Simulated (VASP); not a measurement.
Here is a VASP 6.6.1 calculation.

The input POSCAR:

```
GaN
1.0
    3.1663541617      0.0000000000      0.0000000000
   -1.5831770808      2.7421431414      0.0000000000
    0.0000000000      0.0000000000      5.1459133581
Ga N
2 2
Direct
    0.6666666667      0.3333333333      0.4988474146
    0.3333333333      0.6666666667     -0.0011525854
    0.6666666667      0.3333333333      0.8761525854
    0.3333333333      0.6666666667      0.3761525854
```

The input INCAR.step1:

```
  ALGO = Normal
  EDIFF = 1E-5
  ENCUT = 520
  GGA = PE
  ISIF = 2
  ISMEAR = -1
  LASPH = True
  LREAL = False
  LWAVE = True
  NBANDS = 26
  NELM = 100
  PREC = Accurate
  SIGMA = 0.05
```

INCAR.step2

```
  AEXX = 0.25
  ALGO = Normal
  EDIFF = 1E-6
  ENCUT = 520
  ISIF = 2
  ISMEAR = -1
  ISTART = 1
  LASPH = True
  LCHARG = True
  LELF = True
  LHFCALC = True
  LMIXTAU = True
  LREAL = False
  LVHAR = True
  LWAVE = False
  METAGGA = R2SCAN
  NBANDS = 26
  NELM = 100
  PREC = Accurate
  PRECFOCK = Normal
  SIGMA = 0.05
```

File KPOINTS:

```
k-points
0
Gamma
  5 5 3
```

Potentials or basis: VASP PAW PBE potentials, release 64 (Ga_d, N).

The run is started by

```console
$ cat potpaw_PBE.64/Ga_d/POTCAR potpaw_PBE.64/N/POTCAR > POTCAR
$ cp INCAR.step1 INCAR
$ mpirun -np 1 vasp_std > vasp.out
$ cp INCAR.step2 INCAR
$ mpirun -np 1 vasp_std > vasp.out
```

Q: Predict the band gap on the k mesh.

A: 4.39 eV, direct.

Q: Estimate the pressure.

A: 1.1 GPa.

Forces in eV/Å, atoms in the order of the input:
```
Ga   0.000  0.000  0.002
Ga   0.000  0.000  0.002
N    0.000  0.000 -0.002
N    0.000  0.000 -0.002
```

Caveat: the k points lie up to 0.46 Å⁻¹ apart; the PAW data sets were made with another functional, which shifts forces and pressure a little.
